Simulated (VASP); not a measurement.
Here is a VASP 6.6.1 calculation.

The input POSCAR:

```
Bi
1.0
   -1.9814305318      1.9814305318      1.9814305318
    1.9814305318     -1.9814305318      1.9814305318
    1.9814305318      1.9814305318     -1.9814305318
Bi
1
Direct
    0.0000000000      0.0000000000      0.0000000000
```

Contents of INCAR.step1:

```
PREC = Accurate ; ENCUT = 520
EDIFF = 1E-5 ; ISMEAR = -1
SIGMA = 0.05 ; LREAL = False
LASPH = True ; NELM = 80
ALGO = Normal ; ISIF = 2
LWAVE = True ; LCHARG = False
NBANDS = 14 ; GGA = PE
```

File INCAR.step2:

```
PREC = Accurate ; ENCUT = 520
EDIFF = 1E-7 ; ISMEAR = -1
SIGMA = 0.05 ; LREAL = False
LASPH = True ; NELM = 80
ALGO = Normal ; ISIF = 2
LWAVE = False ; LCHARG = False
GGA = PE ; LHFCALC = True
HFSCREEN = 0.2079 ; PRECFOCK = Normal
NBANDS = 14 ; ISTART = 1
```

Contents of KPOINTS:

```
Automatic mesh
0
Gamma
  6 6 6
```

Potentials or basis: VASP PAW PBE potentials, release 64 (Bi_d).

Launch:

```console
$ cat potpaw_PBE.64/Bi_d/POTCAR > POTCAR
$ cp INCAR.step1 INCAR
$ mpirun -np 1 vasp_std > vasp.out
$ cp INCAR.step2 INCAR
$ mpirun -np 1 vasp_std > vasp.out
```

Q: What does it give for the band gap on the k mesh?

A: Zero (an odd number of electrons rules out a gap without spin polarisation).

Q: Predict the pressure.

A: -0.8 GPa.

Caveat: the k points lie up to 0.37 Å⁻¹ apart, too coarse for converged energies and pressures of a metal; the PAW data sets were made with another functional, which shifts forces and pressure a little; spin-orbit coupling is left out, which moves the levels of the heavy elements.
